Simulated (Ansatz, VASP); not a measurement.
## Hf in VASP and in Ansatz

```xyz
1
Lattice="0.0000 2.2427 2.2427 2.2427 0.0000 2.2427 2.2427 2.2427 0.0000" Properties=species:S:1:pos:R:3 pbc="T T T"
Hf    0.0000    0.0000    0.0000
```

Alike in both runs: task relaxation of cell and atoms; functional PBE; k mesh 16 × 16 × 16; occupations fermi-dirac, width 0.05 eV; no spin polarisation.

|  | VASP | Ansatz |
| --- | --- | --- |
| version | VASP 6.6.1 | Ansatz 0.2.0 |
| potentials or method | VASP PAW PBE potentials, release 64 (Hf_pv), cutoff 600 eV | all-electron LAPW, non-relativistic |

```csv
,VASP,Ansatz,Ansatz less VASP
relaxed volume (Å³/atom),22.46,23.41,+0.950
relaxed cell length with the largest relative difference (Å),3.167,3.211,+0.0440
```

Ansatz ran all-electron here, and VASP with PAW potentials.

Neither program's run includes spin-orbit coupling.
